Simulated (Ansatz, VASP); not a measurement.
HfB: VASP beside Ansatz

```
Hf B
1.0
     2.48941    2.48941    0.00000
    -2.48941    2.48941    0.00000
     0.00000    0.00000    4.97881
Hf B
2 2
Direct
  0.50000 0.50000 0.00000
  0.00000 0.00000 0.50000
  0.00000 0.00000 0.00000
  0.50000 0.50000 0.50000
```

Change from the starting cell: equal strain along all axes, cell held, atoms relaxed: +3.0 %.

Alike in both runs: task single point; functional PBE; k mesh 12 × 12 × 10; occupations gaussian, width 0.1 eV; no spin polarisation.

```csv
,VASP,Ansatz
version,VASP 6.6.1,Ansatz 0.2.0
potentials or method,"VASP PAW PBE potentials, release 64 (Hf_pv, B), cutoff 520 eV","scalar-relativistic, plane waves, PAW"
valence electrons in the cell,26,58
```

```tsv
	VASP	Ansatz	Ansatz less VASP
gap on the k mesh at the Fermi level (eV)	none	none	-
pressure (GPa)	-12.8	-12.7	+0.15
```

A gap of «none» marks a metal or a gap that the smearing closes. With one functional, cell and mesh, what is left measures potentials, basis and numerics. VASP's potentials hold 26 valence electrons a cell and Ansatz's 58, so a difference there can come from the potentials and not from the codes.

Neither program's run includes spin-orbit coupling.
